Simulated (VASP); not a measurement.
**Fe2O3: single point with PBE+U**

Crystal: Fe2O3.

```
Fe O
1.0
     2.51900    1.45435    4.59067
    -2.51900    1.45435    4.59067
     0.00000   -2.90869    4.59067
Fe O
4 6
Direct
  0.35530 0.35530 0.35530
  0.14470 0.14470 0.14470
  0.64470 0.64470 0.64470
  0.85530 0.85530 0.85530
  0.55590 0.94410 0.25000
  0.25000 0.55590 0.94410
  0.94410 0.25000 0.55590
  0.44410 0.05590 0.75000
  0.75000 0.44410 0.05590
  0.05590 0.75000 0.44410
```

```
Program             : VASP 6.6.1
Task                : single point
Functional          : PBE
Potentials or basis : VASP PAW PBE potentials, release 64 (Fe, O)
Cutoff              : 520 eV
k mesh              : 5 × 5 × 5
Occupations         : fermi-dirac, width 0.05 eV
Spin                : collinear spin, antiferromagnetic start
Starting moments    : [4.0, 4.0, -4.0, -4.0, 0.0, 0.0, 0.0, 0.0, 0.0, 0.0] μB
Hubbard terms       : Fe d U = 4.0 eV
```

* Pressure: 5.7 GPa
* Largest force: 0.471 eV/Å
* Band gap on the k mesh: 1.78 eV (least direct gap 1.87 eV)
* Net moment: 0.00 μB per cell
* Site moments: Fe +4.21, -4.21 (each value once); O -0.07, +0.07 (each value once) μB
* Valence electrons inside the program's atomic spheres: Fe 6.77; O 5.04

Forces on the atoms (eV/Å):
```
Fe   0.000  0.000 -0.471
Fe   0.000  0.000  0.471
Fe   0.000  0.000  0.471
Fe   0.000  0.000 -0.471
O   -0.262  0.000  0.000
O    0.131 -0.227  0.000
O    0.131  0.227  0.000
O    0.262  0.000  0.000
O   -0.131  0.227  0.000
O   -0.131 -0.227  0.000
```

Stress tensor (GPa, compression positive):
```
7.32 0.00 0.00
0.00 7.32 0.00
0.00 0.00 2.60
```

Levels at points of the mesh, in eV from the valence-band top:
Spin up:
```
           k point  band 31  band 32  band 33  band 34  band 35  band 36  band 37  band 38
(0.00, 0.00, 0.00)    -0.63    -0.63    -0.41    -0.41     1.78     2.18     2.18     2.40
```
Spin down:
```
           k point  band 30  band 31  band 32  band 33  band 34  band 35  band 36  band 37  band 38  band 39
(0.00, 0.00, 0.00)    -0.90    -0.63    -0.63    -0.41    -0.41     1.78     2.18     2.18     2.40     2.40
```

Eigenvalues of the final occupation matrices:
| site | spin | trace | eigenvalues |
| --- | --- | --- | --- |
| site 1 d | 1 | 5.02 | 0.98 0.98 0.98 1.04 1.04 |
| site 1 d | 2 | 0.84 | 0.08 0.08 0.10 0.29 0.29 |
| site 2 d | 1 | 5.02 | 0.98 0.98 0.98 1.04 1.04 |
| site 2 d | 2 | 0.84 | 0.08 0.08 0.10 0.29 0.29 |
| site 3 d | 1 | 0.84 | 0.08 0.08 0.10 0.29 0.29 |
| site 3 d | 2 | 5.02 | 0.98 0.98 0.98 1.04 1.04 |
| site 4 d | 1 | 0.84 | 0.08 0.08 0.10 0.29 0.29 |
| site 4 d | 2 | 5.02 | 0.98 0.98 0.98 1.04 1.04 |

Run time: 4 min on 1 thread of Intel(R) Xeon(R) Platinum 8259CL CPU @ 2.50GHz (Skylake/Cascade Lake), on a shared host, peak memory 0.36 GiB.

Caveat: the cell stands under pressure; an odd mesh through Γ misses points on the zone boundary, where band edges can lie.
